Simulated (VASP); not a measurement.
A run of VASP 6.6.1 is set up as follows.

File INCAR:

```
PREC = Accurate
ENCUT = 500
EDIFF = 1E-7
ISMEAR = 0
SIGMA = 0.2
LREAL = F
LASPH = T
NELM = 200
ALGO = Normal
ISIF = 3
LWAVE = F
LCHARG = F
GGA = PE
IBRION = 2
NSW = 36
EDIFFG = -0.08
GGA_COMPAT = F
NELMIN = 4
LMAXMIX = 6
```

The input KPOINTS:

```
Automatic mesh
0
Gamma
  7 7 7
```

POSCAR

```
NdMo
1.0
    1.5909112500      0.9185130400      5.1970408800
   -1.5909112500      0.9185130400      5.1970408800
    0.0000000000     -1.8370260700      5.1970408800
Nd Mo
1 1
Direct
    0.0000000000      0.0000000000      0.0000000000
    0.5000000000      0.5000000000      0.5000000000
```

Potentials or basis: VASP PAW PBE potentials, release 64 (Nd_3, Mo_sv), 4f in core.

The run is started by

```sh
$ cat potpaw_PBE.64/Nd_3/POTCAR potpaw_PBE.64/Mo_sv/POTCAR > POTCAR
$ mpirun -np 1 vasp_std > vasp.out
```

Task: Predict the band gap on the k mesh.

Result: Zero (an odd number of electrons rules out a gap without spin polarisation).

Task: Estimate the relaxed cell.

Result: a = 5.004 Å, b = 5.004 Å, c = 5.004 Å, α = 39.61°, β = 39.61°, γ = 39.61°.

Task: Estimate the relaxed volume.

Result: 22.93 Å³/atom.

The path:
| step | energy change (eV) | largest force (eV/Å) | pressure (GPa) | volume (Å³) |
| --- | --- | --- | --- | --- |
| 1 | 0.0000 | 0.0000 | -0.18 | 45.57 |
| 2 | -0.0079 | 0.0000 | 0.30 | 45.39 |
| 3 | -0.0237 | 0.0000 | 1.32 | 44.98 |
| 4 | -0.0461 | 0.0000 | 3.43 | 44.03 |
| 5 | 0.1470 | 0.0000 | 10.63 | 41.63 |
| 6 | -0.0475 | 0.0000 | 3.83 | 43.86 |
| 7 | -0.0470 | 0.0000 | 4.22 | 43.70 |
| 8 | -0.0483 | 0.0000 | 4.19 | 43.72 |
| 9 | -0.0515 | 0.0000 | 4.08 | 43.78 |
| 10 | -0.0549 | 0.0000 | 3.88 | 43.90 |
| 11 | -0.0550 | 0.0000 | 3.80 | 43.95 |
| 12 | -0.0586 | 0.0000 | 3.46 | 44.10 |
| 13 | -0.0676 | 0.0000 | 2.49 | 44.57 |
| 14 | -0.0771 | 0.0000 | 0.65 | 45.50 |
| 15 | -0.0778 | 0.0000 | 0.02 | 45.85 |

Caveat: spin-orbit coupling is left out, which moves the levels of the heavy elements; the 4f electrons are frozen in the core, so they carry no moment and show no levels. Spin polarisation is off, so any magnetic state and its effect on volume and gap are missing.
